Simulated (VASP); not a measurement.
# Si (P6_3/mmc) in VASP: further runs

Si is run at these levels: r2SCAN; tasks: single point.

All numbers are computed with VASP 6.6.1; they aren't measurements. Logs are shortened: lines on timing, memory, paths and dates and some standing lists are left out, and cuts for length are marked.

### Step 1. The cell of the first run

It takes space group P6_3/mmc (No. 194, hexagonal). Conventional cell: a = 3.861 Å, b = 3.861 Å, c = 6.152 Å, α = 90.00°, β = 90.00°, γ = 120.00°. Si (site symmetry 3m) has 4 Si at 2.31 to 2.36 Å within 3.1 Å.

### Step 2. Single point, r2SCAN (uniaxial strain along c: -3.0 %)

File POSCAR:

```
Si
1.0
    3.8606476734      0.0000000000      0.0000000000
   -1.9303238367      3.3434189602      0.0000000000
    0.0000000000      0.0000000000      6.1515653181
Si
4
Direct
    0.3333333336      0.6666666664      0.0619785502
    0.6666666664      0.3333333336      0.5619785502
    0.3333333336      0.6666666664      0.4380214498
    0.6666666664      0.3333333336      0.9380214498
```

File INCAR.step1:

```
ALGO = Normal ; EDIFF = 1E-4
ENCUT = 520 ; GGA = PE
ISMEAR = 0 ; LASPH = True
LCHARG = False ; LREAL = False
LWAVE = True ; NBANDS = 16
NELM = 60 ; PREC = Accurate
SIGMA = 0.02
```

File INCAR.step2:

```
ALGO = Normal ; EDIFF = 1E-6
ENCUT = 520 ; ISIF = 2
ISMEAR = 0 ; ISTART = 1
LASPH = True ; LCHARG = False
LMIXTAU = True ; LREAL = False
LWAVE = False ; METAGGA = R2SCAN
NBANDS = 16 ; NELM = 60
PREC = Accurate ; SIGMA = 0.02
```

File KPOINTS:

```
k-points
0
Gamma
  12 12 4
```

Potentials or basis: VASP PAW PBE potentials, release 64 (Si).

On the command line:

```console
> cat potpaw_PBE.64/Si/POTCAR > POTCAR
> cp INCAR.step1 INCAR
> mpirun -np 1 vasp_std > vasp.out
> cp INCAR.step2 INCAR
> mpirun -np 1 vasp_std > vasp.out
```

OUTCAR:

```text
EDIFF = 1E-6
   ENCUT = 520
   ISIF = 2
   ISMEAR = 0
   ISTART = 1
   LASPH = True
   LREAL = False
   METAGGA = R2SCAN
   NELM = 60
   PREC = Accurate

 ion  position               nearest neighbor table
   1  0.333  0.667  0.062-   3 2.31   4 2.36   4 2.36   4 2.36
   2  0.667  0.333  0.562-   4 2.31   3 2.36   3 2.36   3 2.36
   3  0.333  0.667  0.438-   1 2.31   2 2.36   2 2.36   2 2.36
   4  0.667  0.333  0.938-   2 2.31   1 2.36   1 2.36   1 2.36

  LATTYP: Found a hexagonal cell.
 ALAT       =     3.8606476734
 C/A-ratio  =     1.5934024129

  Lattice vectors:

 A1 = (   3.8606476734,   0.0000000000,   0.0000000000)
 A2 = (  -1.9303238367,   3.3434189602,   0.0000000000)
 A3 = (   0.0000000000,   0.0000000000,   6.1515653181)

Analysis of symmetry for initial positions (statically):
=====================================================================
 Subroutine PRICEL returns:
 Original cell was already a primitive cell.

 Routine SETGRP: Setting up the symmetry group for a
 hexagonal supercell.

 Subroutine GETGRP returns: Found 24 space group operations
 (whereof 12 operations were pure point group operations)
 out of a pool of 24 trial point group operations.

The static configuration has the point symmetry D_3d.
 The point group associated with its full space group is D_6h.

Analysis of symmetry for dynamics (positions and initial velocities):
=====================================================================
 Subroutine PRICEL returns:
 Original cell was already a primitive cell.

 Routine SETGRP: Setting up the symmetry group for a
 hexagonal supercell.

 Subroutine GETGRP returns: Found 24 space group operations
 (whereof 12 operations were pure point group operations)
 out of a pool of 24 trial point group operations.

The dynamic configuration has the point symmetry D_3d.
 The point group associated with its full space group is D_6h.

 Subroutine INISYM returns: Found 24 space group operations
 (whereof 12 operations are pure point group operations),
 and found     1 'primitive' translations

----------------------------------------------------------------------------------------

                                     Primitive cell

  volume of cell :      79.4029

  direct lattice vectors                    reciprocal lattice vectors
     3.860647673  0.000000000  0.000000000     0.259023896  0.149547516  0.000000000
    -1.930323837  3.343418960  0.000000000     0.000000000  0.299095032  0.000000000
     0.000000000  0.000000000  6.151565318     0.000000000  0.000000000  0.162560251

  length of vectors
     3.860647673  3.860647673  6.151565318     0.299095032  0.299095032  0.162560251

  position of ions in fractional coordinates (direct lattice)
     0.333333334  0.666666666  0.061978550
     0.666666666  0.333333334  0.561978550
     0.333333334  0.666666666  0.438021450
     0.666666666  0.333333334  0.938021450

  ion indices of the primitive-cell ions
   primitive index   ion index
                 1           1
                 2           2
                 3           3
                 4           4

----------------------------------------------------------------------------------------

 KPOINTS: k-points

Automatic generation of k-mesh.
 Grid dimensions read from file:
 generate k-points for:   12   12    4

 Generating k-lattice:

  Cartesian coordinates                     Fractional coordinates (reciprocal lattice)
     0.021585325  0.012462293  0.000000000     0.083333333  0.000000000  0.000000000
     0.000000000  0.024924586  0.000000000     0.000000000  0.083333333  0.000000000
     0.000000000  0.000000000  0.040640063     0.000000000  0.000000000  0.250000000

  Length of vectors
     0.024924586  0.024924586  0.040640063

  Shift w.r.t. Gamma in fractional coordinates (k-lattice)
     0.000000000  0.000000000  0.000000000

 Subroutine IBZKPT returns following result:
 ===========================================

 Found     57 irreducible k-points:

 Following reciprocal coordinates:
            Coordinates               Weight
  0.000000  0.000000  0.000000      1.000000
  0.083333 -0.000000  0.000000      6.000000
  0.166667 -0.000000  0.000000      6.000000
  0.250000  0.000000  0.000000      6.000000
  0.333333  0.000000  0.000000      6.000000
  0.416667 -0.000000  0.000000      6.000000
[... 16 lines left out ...]
  0.250000  0.000000  0.250000     12.000000
  0.333333  0.000000  0.250000     12.000000
 [... further k-points ...]
   k-points           NKPTS =     57   k-points in BZ     NKDIM =     57   number of bands    NBANDS=     16
   number of dos      NEDOS =    301   number of ions     NIONS =      4
   total plane-waves  NPLWV =  43200
   dimension x,y,z NGX =    30 NGY =   30 NGZ =   48
   dimension x,y,z NGXF=    60 NGYF=   60 NGZF=   96
   ions per type =               4
   NGX,Y,Z   is equivalent  to a cutoff of  12.92, 12.92, 12.97 a.u.
   NGXF,Y,Z  is equivalent  to a cutoff of  25.84, 25.84, 25.94 a.u.
 SYSTEM =  unknown system
   PREC   = accura    normal or accurate (medium, high low for compatibility)
   ISTART =      1    job   : 0-new  1-cont  2-samecut
   ICHARG =      0    charge: 1-file 2-atom 10-const
   ISPIN  =      1    spin polarized calculation?
   LNONCOLLINEAR =      F non collinear calculations
   LSORBIT =      F    spin-orbit coupling
   LASPH  =      T    aspherical Exc in radial PAW
   ENCUT  =  520.0 eV  38.22 Ry    6.18 a.u.   7.18  7.18 11.44*2*pi/ulx,y,z
   NELM   =     60;   NELMIN=  2; NELMDL=  0     # of ELM steps
   EDIFF  = 0.1E-05   stopping-criterion for ELM
   LREAL  =      F    real-space projection
   EDIFFG = 0.1E-04   stopping-criterion for IOM
   NSW    =      0    number of steps for IOM
   IBRION =     -1    ionic relax: 0-MD 1-quasi-New 2-CG
   NFREE  =      0    steps in history (QN), initial steepest desc. (CG)
   ISIF   =      2    stress and relaxation
   ISYM   =      2    0-nonsym 1-usesym 2-fastsym
   POTIM  = 0.5000    time-step for ionic-motion
   TEBEG  =    0.0;   TEEND  =   0.0 temperature during run
   PSTRESS=    0.0 pullay stress
   NELECT =      16.0000    total number of electrons
   NUPDOWN=      -1.0000    fix difference up-down
   EMIN   =  10.00;   EMAX   =-10.00  energy-range for DOS
   EFERMI =   0.00;   METHOD = LEGACY
   ISMEAR =     0;   SIGMA  =   0.02  broadening in eV -4-tet -1-fermi 0-gaus
   EFERMI_NEDOS =   21; number of points for ismear=-14 and -15
   IALGO  =     38    algorithm
   IMIX   =      4    mixing-type and parameters
     AMIX     =   0.40;   BMIX     =  1.00
     AMIX_MAG =   1.60;   BMIX_MAG =  1.00
  volume/ion in A,a.u.               =      19.85       133.96
  Fermi-wavevector in a.u.,A,eV,Ry     =   0.959775  1.813711 12.533244  0.921167
  Thomas-Fermi vector in A             =   2.089000
   LORBIT       =      0    0 simple, 1 ext, 2 COOP (PROOUT), +10 PAW based schemes
   METAGGA = R2SCAN    functional components
   LHFCALC =     F    Hartree Fock is set to
   AEXX    =    0.0000 exact exchange contribution
   IVDW    =     0    specifies the selected vdW correction
   LEPSILON=     F    determine dielectric tensor
   LRPA    =     F    only Hartree local field effects (RPA)
 non-spin polarized calculation
 Gauss-broadening in eV      SIGMA  =   0.02
  energy-cutoff  :      520.00
  volume of cell :       79.40
 maximum number of plane-waves:      2156
 NGX is ok and might be reduce to    30
   NGX = 15   NGY = 15   NGZ = 23

 number of electron      16.0000001 magnetization

 Free energy of the ion-electron system (eV)
  ---------------------------------------------------
  ext. energy  EPLUGINS =         0.00000000
  ---------------------------------------------------
  free energy    TOTEN  =       -34.99512165 eV

  energy without entropy =      -34.99512165  energy(sigma->0) =      -34.99512165

 E-fermi :   6.2142     XC(G=0):  -9.8825

 val. band max:        6.0807622356   @ k =   0.0000   0.0000   0.0000
 cond. band min:       6.5050942310   @ k =   0.5000   0.0000   0.0000
 fundamental gap:      0.4243319954
 Fermi energy:         6.2141654944

 k-point     1 :       0.0000    0.0000    0.0000
  band No.  band energies     occupation
      1      -6.7808      2.00000
      2      -4.0953      2.00000
      3      -1.5093      2.00000
      4       4.2518      2.00000
      5       4.2518      2.00000
      6       5.8415      2.00000
[... 8 lines left out ...]
     15      10.5742      0.00000
     16      12.1750      0.00000

 k-point     2 :       0.0833   -0.0000    0.0000
  band No.  band energies     occupation
      1      -6.6974      2.00000
      2      -4.0097      2.00000
      3      -1.4691      2.00000
      4       3.5688      2.00000
      5       4.0807      2.00000
      6       5.4710      2.00000
[... 8 lines left out ...]
     15      10.9601      0.00000
     16      11.7230      0.00000

 k-point     3 :       0.1667   -0.0000    0.0000
  band No.  band energies     occupation
      1      -6.4495      2.00000
      2      -3.7548      2.00000
      3      -1.3797      2.00000
      4       2.3741      2.00000
      5       3.6977      2.00000
      6       4.2332      2.00000
[... 8 lines left out ...]
     15      11.7533      0.00000
     16      11.9189      0.00000

 k-point     4 :       0.2500    0.0000    0.0000
  band No.  band energies     occupation
      1      -6.0452      2.00000
      2      -3.3372      2.00000
      3      -1.3792      2.00000
      4       1.3462      2.00000
      5       2.8904      2.00000
      6       3.2908      2.00000
[... 8 lines left out ...]
     15      12.2991      0.00000
     16      12.9661      0.00000
[... 324 lines left out ...]
 k-point    22 :       0.1667   -0.0000    0.2500
  band No.  band energies     occupation
      1      -6.2219      2.00000
      2      -4.5341      2.00000
      3      -0.2515      2.00000
      4       2.6360      2.00000
      5       3.3270      2.00000
      6       3.8855      2.00000
[... 8 lines left out ...]
     15      11.6525      0.00000
     16      12.5362      0.00000

 k-point    23 :       0.2500    0.0000    0.2500
  band No.  band energies     occupation
      1      -5.8193      2.00000
      2      -4.1391      2.00000
      3      -0.4103      2.00000
      4       1.7760      2.00000
      5       2.1294      2.00000
      6       3.4812      2.00000
[... 8 lines left out ...]
     15      12.3371      0.00000
     16      12.8269      0.00000

 k-point    24 :       0.3333    0.0000    0.2500
  band No.  band energies     occupation
      1      -5.2836      2.00000
      2      -3.6302      2.00000
      3      -1.0441      2.00000
      4       0.8994      2.00000
      5       1.6379      2.00000
      6       3.1528      2.00000
[... 8 lines left out ...]
     15      13.4626      0.00000
     16      13.7432      0.00000

 [... further k-points ...]
[... 5 lines left out ...]
  --------------------------------------------------------------------------------------
  -------------------------------------------------------------------------------------
  Total       -0.6930658     -0.6930658      3.6151999      0.0000000      0.0000000      0.0000000
  in kB      -13.9845473    -13.9845473     72.9468083      0.0000000      0.0000000      0.0000000
  external PRESSURE =      14.9925712 kB  Pullay stress =       0.0000000 kB

 VOLUME and BASIS-vectors are now :
 -----------------------------------------------------------------------------
  energy-cutoff  :      520.00
  volume of cell :       79.40
      direct lattice vectors                 reciprocal lattice vectors
     3.860647673  0.000000000  0.000000000     0.259023896  0.149547516  0.000000000
    -1.930323837  3.343418960  0.000000000     0.000000000  0.299095032  0.000000000
     0.000000000  0.000000000  6.151565318     0.000000000  0.000000000  0.162560251

 POSITION                                       TOTAL-FORCE (eV/Angst)
 -----------------------------------------------------------------------------------
      0.00000      2.22895      0.38127        -0.000000      0.000000     -0.257746
      1.93032      1.11447      3.45705         0.000000      0.000000     -0.257746
      0.00000      2.22895      2.69452        -0.000000      0.000000      0.257746
      1.93032      1.11447      5.77030         0.000000     -0.000000      0.257746
 -----------------------------------------------------------------------------------
    total drift:                               -0.000000      0.000000     -0.000000

  FREE ENERGIE OF THE ION-ELECTRON SYSTEM (eV)
  ---------------------------------------------------
  free  energy   TOTEN  =       -34.9951216541 eV

  energy  without entropy=      -34.9951216541  energy(sigma->0) =      -34.99512165
```

It took 6 min on 1 thread of Intel Xeon Platinum 8375C at 2.90GHz (Ice Lake), shared host; peak memory 0.22 GiB.

What came out:

| Property | Result |
| --- | --- |
| Free energy | -34.9951 eV |
| Pressure | 1.5 GPa |
| Largest force | 0.258 eV/Å |
| Band gap on the k mesh | 0.42 eV, indirect (least direct gap 0.99 eV) |

Forces on the atoms (eV/Å):
```
Si   0.000  0.000 -0.258
Si   0.000  0.000 -0.258
Si   0.000  0.000  0.258
Si   0.000  0.000  0.258
```

Stress tensor (GPa, compression positive):
```
-1.40  0.00  0.00
 0.00 -1.40  0.00
 0.00  0.00  7.29
```

Caveat: the cell differs from its parent crystal (uniaxial strain along c: -3.0 %); the PAW data sets were made with another functional, which shifts forces and pressure a little.

### Step 3. Single point, r2SCAN (uniaxial strain along c: -1.5 %, then relaxed in part)

File POSCAR:

```
Si
1.0
    3.8406347116      0.0000000000      0.0000000000
   -1.9203173558      3.3260872269      0.0000000000
    0.0000000000      0.0000000000      6.2466926168
Si
4
Direct
    0.3333333336      0.6666666664      0.0619785502
    0.6666666664      0.3333333336      0.5619785502
    0.3333333336      0.6666666664      0.4380214498
    0.6666666664      0.3333333336      0.9380214498
```

File INCAR.step1:

```
  PREC = Accurate
  ENCUT = 520
  ISMEAR = 0
  SIGMA = 0.02
  LREAL = False
  LASPH = True
  NELM = 100
  NBANDS = 16
  GGA = PE
  ALGO = Normal
  EDIFF = 1E-4
  LWAVE = True
  LCHARG = False
```

File INCAR.step2:

```
  PREC = Accurate
  ENCUT = 520
  EDIFF = 1E-6
  ISMEAR = 0
  SIGMA = 0.02
  LREAL = False
  LASPH = True
  NELM = 100
  ALGO = Normal
  ISIF = 2
  LWAVE = False
  LCHARG = True
  METAGGA = R2SCAN
  LMIXTAU = True
  LELF = True
  LVHAR = True
  NBANDS = 16
  ISTART = 1
```

File KPOINTS:

```
regular mesh
0
Gamma
  12 12 4
```

Potentials or basis: VASP PAW PBE potentials, release 64 (Si).

On the command line:

```console
> cat potpaw_PBE.64/Si/POTCAR > POTCAR
> cp INCAR.step1 INCAR
> mpirun -np 1 vasp_std > vasp.out
> cp INCAR.step2 INCAR
> mpirun -np 1 vasp_std > vasp.out
```

It took 5 min on 1 thread of Intel Xeon Platinum 8375C at 2.90GHz (Ice Lake), shared host; peak memory 0.22 GiB.

Results (log left out):

| Property | Result |
| --- | --- |
| Free energy | -35.0386 eV |
| Pressure | 0.9 GPa |
| Band gap on the k mesh | 0.54 eV, indirect (least direct gap 1.22 eV) |

Stress tensor (GPa, compression positive):
```
-0.24  0.00  0.00
 0.00 -0.24  0.00
 0.00  0.00  3.07
```

Levels at points of the mesh, in eV from the valence-band top:
| k point | band 5 | band 6 | band 7 | band 8 | band 9 | band 10 | band 11 | band 12 |
| --- | --- | --- | --- | --- | --- | --- | --- | --- |
| (0.00, 0.00, 0.00) | -1.70 | -0.24 | 0.00 | 0.00 | 1.22 | 2.12 | 2.12 | 2.86 |
| (0.50, 0.00, 0.00) | -4.88 | -3.30 | -3.09 | -1.51 | 0.54 | 2.70 | 3.35 | 3.37 |
| (0.00, 0.00, 0.50) | -1.04 | -1.04 | -1.04 | -1.04 | 2.05 | 2.05 | 3.18 | 3.18 |
| (0.50, 0.00, 0.50) | -2.60 | -2.60 | -2.48 | -2.48 | 1.20 | 1.20 | 1.97 | 1.97 |

Caveat: the cell differs from its parent crystal (uniaxial strain along c: -1.5 %, then relaxed in part); the PAW data sets were made with another functional, which shifts forces and pressure a little. A k mesh can miss the band edges.

(Part 1 of 2 ends here.)
